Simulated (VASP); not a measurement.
A run of VASP 6.6.1:

File INCAR:

```
ALGO = Normal
EDIFF = 1E-7
EDIFFG = -0.005
ENCUT = 500
GGA = PE
GGA_COMPAT = False
IBRION = 2
ISIF = 3
ISMEAR = -1
LASPH = True
LCHARG = False
LREAL = False
LWAVE = False
NELM = 120
NELMIN = 4
NSW = 32
PREC = Accurate
PSTRESS = 440.0
SIGMA = 0.1
```

The input KPOINTS:

```
k-points
0
Gamma
  9 9 12
```

POSCAR

```
Ru
1.0
    4.1213460899      0.0000000000      0.0000000000
   -2.0606730450      3.5691904116      0.0000000000
    0.0000000000      0.0000000000      2.5672699696
Ru
3
Direct
    0.0000000000      0.0000000000      0.0000000000
    0.3333333333      0.6666666667      0.5000000000
    0.6666666667      0.3333333333      0.5000000000
```

Potentials or basis: VASP PAW PBE potentials, release 64 (Ru_pv).

Launch:

```sh
$ cat potpaw_PBE.64/Ru_pv/POTCAR > POTCAR
$ mpirun -np 1 vasp_std > vasp.out
```

Hardware: 1 thread of Intel(R) Xeon(R) 6975P-C (Granite Rapids), on a shared host.

**Question.** How long does it take, and how much memory?

**Answer.** Wall time 4.4 min on 1 thread of Intel(R) Xeon(R) 6975P-C (Granite Rapids) (shared host), peak memory 0.18 GiB. Counts: scf iterations 51, k points 84, ion steps 8.
